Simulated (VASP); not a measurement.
Runs of VASP 6.6.1 on GaAs. The structure is that of space group F-43m (No. 216), or close to it. The cells are those of the table. 

```tsv
task	cell	gap on the mesh (eV)	pressure (GPa)
single point	a = 3.998 Å, angles 60.0°, 2 atoms	0.52	(c)
single point	a = 4.022 Å, angles 60.0°, 2 atoms	0.39	(b)
single point	a = 3.833 Å, angles 60.0°, 2 atoms	1.19	16.3
single point	a = 4.103 Å, angles 60.0°, 2 atoms	(a)	-1.5
```

Alike in all rows: level PBE; potentials or basis VASP PAW PBE potentials, release 64 (Ga_d, As); no spin polarisation; k mesh 12 × 12 × 12; cutoff (eV) 520; smearing gaussian 0.02 eV.

**Question.** Estimate the missing entries.

**Answer.** (a) none; (b) 2.2; (c) 3.5.

A k mesh can miss the band edges, and the runs leave out spin-orbit coupling on As, Ga.
